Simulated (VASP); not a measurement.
# TiSiMo4 (F-43m) in VASP: single point with PBE

Aim: the single point of TiSiMo4 with PBE.

All numbers are computed with VASP 6.6.1; they aren't measurements. Logs are shortened: lines on timing, memory, paths and dates and some standing lists are left out, and cuts for length are marked.

### Step 1. The cell of the first run

It takes space group F-43m (No. 216, cubic). The conventional cell has a = 7.327 Å, b = 7.327 Å, c = 7.327 Å, α = 90.00°, β = 90.00°, γ = 90.00°. Within 4.0 Å of Ti (site symmetry -43m) lie 12 Mo at 3.04 Å and 4 Si at 3.17 Å. Within 4.0 Å of Si (site symmetry -43m) lie 12 Mo at 3.04 Å and 4 Ti at 3.17 Å. Within 3.4 Å of Mo (site symmetry 3m) lie 6 Mo at 2.58 to 2.60 Å and 3 Si at 3.04 Å and 3 Ti at 3.04 Å.

### Step 2. Single point, PBE

POSCAR reads:

```
TiSiMo4
1.0
    0.0000000000      3.6634745818      3.6634745818
    3.6634745818      0.0000000000      3.6634745818
    3.6634745818      3.6634745818      0.0000000000
Ti Si Mo
1 1 4
Direct
    0.0000000000      0.0000000000      0.0000000000
    0.7500000000      0.7500000000      0.7500000000
    0.8737070517      0.3754309828      0.3754309828
    0.3754309828      0.3754309828      0.8737070517
    0.3754309828      0.8737070517      0.3754309828
    0.3754309828      0.3754309828      0.3754309828
```

INCAR.step1 reads:

```
SYSTEM = TiSiMo4
  ALGO = Fast
  EDIFF = 1E-7
  ENCUT = 520
  GGA = PE
  ISIF = 2
  ISMEAR = 0
  LASPH = .True.
  LCHARG = .True.
  LMAXMIX = 4
  LREAL = .False.
  LWAVE = .False.
  NBANDS = 45
  NELM = 60
  PREC = Accurate
  SIGMA = 0.1
```

KPOINTS.step1 reads:

```
k-points
0
Gamma
  10 10 10
  0 0 0
```

INCAR.step2 reads:

```
SYSTEM = TiSiMo4
  ALGO = Fast
  EDIFF = 1E-7
  ENCUT = 520
  GGA = PE
  ICHARG = 11
  ISIF = 2
  ISMEAR = -5
  LASPH = .True.
  LCHARG = .False.
  LMAXMIX = 4
  LORBIT = 11
  LREAL = .False.
  LWAVE = .False.
  NBANDS = 45
  NEDOS = 2001
  NELM = 60
  PREC = Accurate
  SIGMA = 0.1
```

KPOINTS.step2 reads:

```
k-points
0
Gamma
  15 15 15
  0 0 0
```

Potentials or basis: VASP PAW PBE potentials, release 64 (Ti_sv, Si, Mo_sv).

The run is started by

```
$ cat potpaw_PBE.64/Ti_sv/POTCAR potpaw_PBE.64/Si/POTCAR potpaw_PBE.64/Mo_sv/POTCAR > POTCAR
$ cp INCAR.step1 INCAR
$ cp KPOINTS.step1 KPOINTS
$ mpirun -np 1 vasp_std > vasp.out
$ cp INCAR.step2 INCAR
$ cp KPOINTS.step2 KPOINTS
$ mpirun -np 1 vasp_std > vasp.out
```

OUTCAR:

```text
SYSTEM = TiSiMo4
   EDIFF = 1E-7
   ENCUT = 520
   GGA = PE
   ICHARG = 11
   ISIF = 2
   ISMEAR = -5
   LASPH = .True.
   LORBIT = 11
   LREAL = .False.
   NELM = 60
   PREC = Accurate

 ion  position               nearest neighbor table
   1  0.000  0.000  0.000-   3 3.04   5 3.04   3 3.04   4 3.04   4 3.04   5 3.04   6 3.04   6 3.04
                             6 3.04   3 3.04   4 3.04   5 3.04
   2  0.750  0.750  0.750-   3 3.04   4 3.04   5 3.04   6 3.04   6 3.04   6 3.04   3 3.04   5 3.04
                             4 3.04   3 3.04   4 3.04   5 3.04
   3  0.874  0.375  0.375-   4 2.58   5 2.58   6 2.58   6 2.60   4 2.60   5 2.60   2 3.04   2 3.04
                             2 3.04   1 3.04   1 3.04   1 3.04
   4  0.375  0.375  0.874-   3 2.58   5 2.58   6 2.58   6 2.60   5 2.60   3 2.60   2 3.04   2 3.04
                             2 3.04   1 3.04   1 3.04   1 3.04
   5  0.375  0.874  0.375-   3 2.58   4 2.58   6 2.58   4 2.60   6 2.60   3 2.60   2 3.04   2 3.04
                             2 3.04   1 3.04   1 3.04   1 3.04
   6  0.375  0.375  0.375-   3 2.58   4 2.58   5 2.58   4 2.60   5 2.60   3 2.60   2 3.04   2 3.04
                             2 3.04   1 3.04   1 3.04   1 3.04

  LATTYP: Found a face centered cubic cell.
 ALAT       =     7.3269491636

  Lattice vectors:

 A1 = (   0.0000000000,   3.6634745818,   3.6634745818)
 A2 = (   3.6634745818,   0.0000000000,   3.6634745818)
 A3 = (   3.6634745818,   3.6634745818,   0.0000000000)

Analysis of symmetry for initial positions (statically):
=====================================================================
 Subroutine PRICEL returns:
 Original cell was already a primitive cell.

 Routine SETGRP: Setting up the symmetry group for a
 face centered cubic supercell.

 Subroutine GETGRP returns: Found 24 space group operations
 (whereof 24 operations were pure point group operations)
 out of a pool of 48 trial point group operations.

The static configuration has the point symmetry T_d .

Analysis of symmetry for dynamics (positions and initial velocities):
=====================================================================
 Subroutine PRICEL returns:
 Original cell was already a primitive cell.

 Routine SETGRP: Setting up the symmetry group for a
 face centered cubic supercell.

 Subroutine GETGRP returns: Found 24 space group operations
 (whereof 24 operations were pure point group operations)
 out of a pool of 48 trial point group operations.

The dynamic configuration has the point symmetry T_d .

 Subroutine INISYM returns: Found 24 space group operations
 (whereof 24 operations are pure point group operations),
 and found     1 'primitive' translations

----------------------------------------------------------------------------------------

                                     Primitive cell

  volume of cell :      98.3353

  direct lattice vectors                    reciprocal lattice vectors
     0.000000000  3.663474582  3.663474582    -0.136482454  0.136482454  0.136482454
     3.663474582  0.000000000  3.663474582     0.136482454 -0.136482454  0.136482454
     3.663474582  3.663474582  0.000000000     0.136482454  0.136482454 -0.136482454

  length of vectors
     5.180935439  5.180935439  5.180935439     0.236394544  0.236394544  0.236394544

  position of ions in fractional coordinates (direct lattice)
     0.000000000  0.000000000  0.000000000
     0.750000000  0.750000000  0.750000000
     0.873707052  0.375430983  0.375430983
     0.375430983  0.375430983  0.873707052
     0.375430983  0.873707052  0.375430983
     0.375430983  0.375430983  0.375430983

  ion indices of the primitive-cell ions
   primitive index   ion index
                 1           1
                 2           2
                 3           3
                 4           4
                 5           5
                 6           6

----------------------------------------------------------------------------------------

 KPOINTS: k-points

Automatic generation of k-mesh.
 Grid dimensions read from file:
 generate k-points for:   15   15   15

 Generating k-lattice:

  Cartesian coordinates                     Fractional coordinates (reciprocal lattice)
    -0.009098830  0.009098830  0.009098830     0.066666667  0.000000000  0.000000000
     0.009098830 -0.009098830  0.009098830     0.000000000  0.066666667  0.000000000
     0.009098830  0.009098830 -0.009098830     0.000000000  0.000000000  0.066666667

  Length of vectors
     0.015759636  0.015759636  0.015759636

  Shift w.r.t. Gamma in fractional coordinates (k-lattice)
     0.000000000  0.000000000  0.000000000

 TETIRR: Found    484 inequivalent tetrahedra from    20250

 Subroutine IBZKPT returns following result:
 ===========================================

 Found    120 irreducible k-points:

 Following reciprocal coordinates:
            Coordinates               Weight
  0.000000  0.000000  0.000000      1.000000
  0.066667  0.000000  0.000000      8.000000
  0.133333  0.000000  0.000000      8.000000
  0.200000  0.000000  0.000000      8.000000
  0.266667  0.000000  0.000000      8.000000
  0.333333  0.000000  0.000000      8.000000
[... 16 lines left out ...]
  0.133333  0.133333  0.000000      6.000000
  0.200000  0.133333  0.000000     24.000000
 [... further k-points ...]
   k-points           NKPTS =    120   k-points in BZ     NKDIM =    120   number of bands    NBANDS=     45
   number of dos      NEDOS =   2001   number of ions     NIONS =      6
   total plane-waves  NPLWV =  64000
   dimension x,y,z NGX =    40 NGY =   40 NGZ =   40
   dimension x,y,z NGXF=    80 NGYF=   80 NGZF=   80
   ions per type =               1   1   4
   NGX,Y,Z   is equivalent  to a cutoff of  12.84, 12.84, 12.84 a.u.
   NGXF,Y,Z  is equivalent  to a cutoff of  25.67, 25.67, 25.67 a.u.
 SYSTEM =  TiSiMo4
   PREC   = accura    normal or accurate (medium, high low for compatibility)
   ISTART =      0    job   : 0-new  1-cont  2-samecut
   ICHARG =     11    charge: 1-file 2-atom 10-const
   ISPIN  =      1    spin polarized calculation?
   LNONCOLLINEAR =      F non collinear calculations
   LSORBIT =      F    spin-orbit coupling
   LASPH  =      T    aspherical Exc in radial PAW
   ENCUT  =  520.0 eV  38.22 Ry    6.18 a.u.   9.63  9.63  9.63*2*pi/ulx,y,z
   NELM   =     60;   NELMIN=  2; NELMDL=  0     # of ELM steps
   EDIFF  = 0.1E-06   stopping-criterion for ELM
   LREAL  =      F    real-space projection
   EDIFFG = 0.1E-05   stopping-criterion for IOM
   NSW    =      0    number of steps for IOM
   IBRION =     -1    ionic relax: 0-MD 1-quasi-New 2-CG
   NFREE  =      0    steps in history (QN), initial steepest desc. (CG)
   ISIF   =      2    stress and relaxation
   ISYM   =      2    0-nonsym 1-usesym 2-fastsym
   POTIM  = 0.5000    time-step for ionic-motion
   TEBEG  =    0.0;   TEEND  =   0.0 temperature during run
   PSTRESS=    0.0 pullay stress
   NELECT =      72.0000    total number of electrons
   NUPDOWN=      -1.0000    fix difference up-down
   EMIN   =  10.00;   EMAX   =-10.00  energy-range for DOS
   EFERMI =   0.00;   METHOD = LEGACY
   ISMEAR =    -5;   SIGMA  =   0.10  broadening in eV -4-tet -1-fermi 0-gaus
   EFERMI_NEDOS =   21; number of points for ismear=-14 and -15
   IALGO  =     68    algorithm
   IMIX   =      4    mixing-type and parameters
     AMIX     =   0.40;   BMIX     =  1.00
     AMIX_MAG =   1.60;   BMIX_MAG =  1.00
  volume/ion in A,a.u.               =      16.39       110.60
  Fermi-wavevector in a.u.,A,eV,Ry     =   1.475534  2.788354 29.622602  2.177200
  Thomas-Fermi vector in A             =   2.590171
   LORBIT       =     11    0 simple, 1 ext, 2 COOP (PROOUT), +10 PAW based schemes
   GGA     = PE    functional components
   LHFCALC =     F    Hartree Fock is set to
   AEXX    =    0.0000 exact exchange contribution
   IVDW    =     0    specifies the selected vdW correction
   LEPSILON=     F    determine dielectric tensor
   LRPA    =     F    only Hartree local field effects (RPA)
 non-spin polarized calculation
 RMM-DIIS sequential band-by-band and
 Fermi weights with tetrahedron method with Bloechl corrections
  energy-cutoff  :      520.00
  volume of cell :       98.34
 maximum number of plane-waves:      2688

 number of electron      71.9999998 magnetization

 Free energy of the ion-electron system (eV)
  ---------------------------------------------------
  ext. energy  EPLUGINS =         0.00000000
  ---------------------------------------------------
  free energy    TOTEN  =       -55.70899672 eV

  energy without entropy =      -55.70899672  energy(sigma->0) =      -55.70899672

 E-fermi :  10.7153     XC(G=0): -12.4172

 val. band max:       10.7150451748   @ k =   0.2000   0.0667   0.0000
 cond. band min:      10.6962181251   @ k =  -0.3333   0.4667   0.2000
 fundamental gap:     -0.0188270497
 Fermi energy:        10.7152954731

 k-point     1 :       0.0000    0.0000    0.0000
  band No.  band energies     occupation
      1     -50.2606      2.00000
      2     -49.8529      2.00000
      3     -49.8529      2.00000
      4     -49.8529      2.00000
      5     -46.1612      2.00000
      6     -25.7344      2.00000
[... 37 lines left out ...]
     44      13.0384      0.00000
     45      14.1349      0.00000

 k-point     2 :       0.0667    0.0000    0.0000
  band No.  band energies     occupation
      1     -50.2574      2.00000
      2     -49.8564      2.00000
      3     -49.8530      2.00000
      4     -49.8530      2.00000
      5     -46.1612      2.00000
      6     -25.7190      2.00000
[... 1048 lines left out ...]
 k-point    24 :       0.2000    0.1333    0.0000
  band No.  band energies     occupation
      1     -50.2324      2.00000
      2     -49.8832      2.00000
      3     -49.8531      2.00000
      4     -49.8531      2.00000
      5     -46.1613      2.00000
      6     -25.6002      2.00000
[... 37 lines left out ...]
     44      13.2447      0.00000
     45      13.7381      0.00000

 [... further k-points ...]

------------------------ aborting loop because EDIFF is reached ----------------------------------------

  FORCE on cell =-STRESS in cart. coord.  units (eV):
  Direction    XX          YY          ZZ          XY          YZ          ZX
  --------------------------------------------------------------------------------------
  -------------------------------------------------------------------------------------
  Total        0.1875242      0.1875242      0.1875242      0.0000000      0.0000000      0.0000000
  in kB        3.0553316      3.0553316      3.0553316      0.0000000      0.0000000      0.0000000
  external PRESSURE =       3.0553316 kB  Pullay stress =       0.0000000 kB

 VOLUME and BASIS-vectors are now :
 -----------------------------------------------------------------------------
  energy-cutoff  :      520.00
  volume of cell :       98.34
      direct lattice vectors                 reciprocal lattice vectors
     0.000000000  3.663474582  3.663474582    -0.136482454  0.136482454  0.136482454
     3.663474582  0.000000000  3.663474582     0.136482454 -0.136482454  0.136482454
     3.663474582  3.663474582  0.000000000     0.136482454  0.136482454 -0.136482454

 POSITION                                       TOTAL-FORCE (eV/Angst)
 -----------------------------------------------------------------------------------
      0.00000      0.00000      0.00000        -0.000000     -0.000000     -0.000000
      5.49521      5.49521      5.49521        -0.000000     -0.000000     -0.000000
      2.75076      4.57619      4.57619         0.003396     -0.003396     -0.003396
      4.57619      4.57619      2.75076        -0.003396     -0.003396      0.003396
      4.57619      2.75076      4.57619        -0.003396      0.003396     -0.003396
      2.75076      2.75076      2.75076         0.003396      0.003396      0.003396
 -----------------------------------------------------------------------------------
    total drift:                                0.000000      0.000000      0.000001

  FREE ENERGIE OF THE ION-ELECTRON SYSTEM (eV)
  ---------------------------------------------------
  free  energy   TOTEN  =       -55.7089967186 eV

  energy  without entropy=      -55.7089967186  energy(sigma->0) =      -55.70899672

 total charge

# of ion       s       p       d       tot
------------------------------------------
    1        2.170   6.120   1.843  10.133
    2        0.716   0.717   0.000   1.433
    3        2.388   6.184   4.109  12.681
    4        2.388   6.184   4.109  12.681
    5        2.388   6.184   4.109  12.681
    6        2.388   6.184   4.109  12.681
--------------------------------------------------
tot         12.436  31.575  18.279  62.289
```

Wall time 36 min (1 thread of Intel Xeon Platinum 8488C (Sapphire Rapids), shared host); peak memory 0.56 GiB.

Results:

```yaml
Valence_electrons_inside_the_program's_atomic_spheres: Ti 10.13; Si 1.43; Mo 12.68
```

Levels at points of the mesh, in eV from the Fermi level:
```
           k point  band 34  band 35  band 36  band 37  band 38  band 39
(0.00, 0.00, 0.00)    -0.22     0.22     0.22     1.60     1.60     1.60
```

Caveat: tetrahedron occupations give inexact forces and stress in metals.
